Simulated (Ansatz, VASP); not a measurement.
## One calculation of Al2O3, two programs

```
Al O
1.0
     2.32008    1.33950    4.22334
    -2.32008    1.33950    4.22334
     0.00000   -2.67900    4.22334
Al O
4 6
Direct
  0.85192 0.85192 0.85192
  0.64808 0.64808 0.64808
  0.14808 0.14808 0.14808
  0.35192 0.35192 0.35192
  0.05639 0.44361 0.75000
  0.75000 0.05639 0.44361
  0.44361 0.75000 0.05639
  0.94361 0.55639 0.25000
  0.25000 0.94361 0.55639
  0.55639 0.25000 0.94361
```

Change from the starting cell: strain -0.025 along x and y, -0.025 along z, atoms carried along.

Alike in both runs: task single point; functional r2SCAN; k mesh 6 × 6 × 6; occupations gaussian, width 0.05 eV; no spin polarisation.

|  | VASP | Ansatz |
| --- | --- | --- |
| version | VASP 6.6.1 | Ansatz 0.2.0 |
| potentials or method | VASP PAW PBE potentials, release 64 (Al, O), cutoff 520 eV | scalar-relativistic, plane waves, PAW |
| valence electrons in the cell | 48 | 48 |

|  | VASP | Ansatz | Ansatz less VASP |
| --- | --- | --- | --- |
| gap on the k mesh at the Fermi level (eV) | 8.17 | 8.14 | -0.022 |
| least direct gap on the mesh (eV) | 8.17 | 8.14 | -0.022 |
| pressure (GPa) | 22.3 | 22.7 | +0.40 |
| traceless stress, the component that is largest in VASP (GPa) | -1.15 | -1.07 | +0.079 |
| rms of the force components (eV/Å) | 0.045 | 0.047 | +0.0019 |

VASP's potentials were made for PBE, not for r2SCAN. Atom by atom the forces differ by 0.011 eV/Å (rms over components).
